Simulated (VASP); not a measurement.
A run of VASP 6.6.1 is set up as follows.

The input INCAR:

```
SYSTEM = H
PREC     = Accurate       ! precision mode
ENCUT    = 520            ! plane-wave cutoff, eV
EDIFF    = 1E-6           ! SCF threshold, eV
ISMEAR   = -1             ! smearing method
SIGMA    = 0.05           ! smearing width, eV
LREAL    = Auto         
LASPH    = .True.         ! aspherical terms in the spheres
NELM     = 60             ! most SCF steps
ALGO     = Normal         ! electronic algorithm
ISIF     = 2              ! what is computed and relaxed
LWAVE    = .False.        ! write WAVECAR
LCHARG   = .False.        ! write CHGCAR
GGA      = CA             ! functional
NBANDS   = 26             ! bands
```

Contents of KPOINTS:

```
regular mesh
0
Gamma
  1 1 1
  0 0 0
```

The input POSCAR:

```
H
1.0
    6.7101230000      0.0000000000      0.0000000000
    0.0000000000      6.7101230000      0.0000000000
    0.0000000000      0.0000000000      6.7101230000
H
20
Direct
    0.8532183389      0.4511988826      0.7293457959
    0.8153799863      0.5374268102      0.6633857531
    0.5731042486      0.7037277856      0.2794285589
    0.4836424012      0.6614334789      0.2347348923
    0.0481213236      0.1967475112      0.1090442008
   -0.0059611426      0.2623349825      0.0356178270
    0.6402714227     -0.0527561119      0.1255565658
    0.6655466673     -0.0305806615     -0.0001639314
    0.3882939255      0.9068239137      0.5180679996
    0.3814386115      0.8616235500      0.6200482465
    0.0915482473      0.7731899996      0.6739220727
    0.1061232410      0.7526389606      0.7886144561
    0.6473949881      0.4046125533     -0.0434120209
    0.5686631974      0.3687115721      0.0496712206
    0.7087947568      0.9010565082      0.7088543682
    0.7526687663      0.8026529469      0.6845627122
    0.1647659812      0.2633483768      0.5718375058
    0.1617854099      0.1438423707      0.5875898251
    0.4860715668      0.4740151559      0.6670071473
    0.3888602340      0.5131202513      0.6065313557
```

Potentials or basis: VASP PAW LDA potentials, release 64 (H).

Command:

```console
$ cat potpaw_LDA.64/H/POTCAR > POTCAR
$ mpirun -np 1 vasp_gam > vasp.out
```

What does it give for the largest force?

2.523 eV/Å.

What does it give for the band gap on the k mesh?

7.40 eV.

Forces on the atoms (eV/Å):
```
H    0.001  0.013 -0.076
H    0.032 -0.169  0.066
H    1.158  0.513  0.650
H   -1.165 -0.627 -0.558
H    0.193 -0.245  0.265
H   -0.218  0.245 -0.275
H    0.468  0.458 -2.436
H   -0.448 -0.344  2.396
H    0.082  0.277 -0.553
H   -0.014 -0.230  0.486
H    0.083 -0.107  0.648
H   -0.118  0.082 -0.589
H   -1.319 -0.589  1.520
H    1.307  0.592 -1.541
H   -0.390  0.818  0.147
H    0.397 -0.755 -0.186
H   -0.029 -1.087  0.162
H    0.027  1.101 -0.146
H   -0.995  0.405 -0.582
H    0.947 -0.349  0.600
```

Caveat: the k points lie up to 0.94 Å⁻¹ apart.
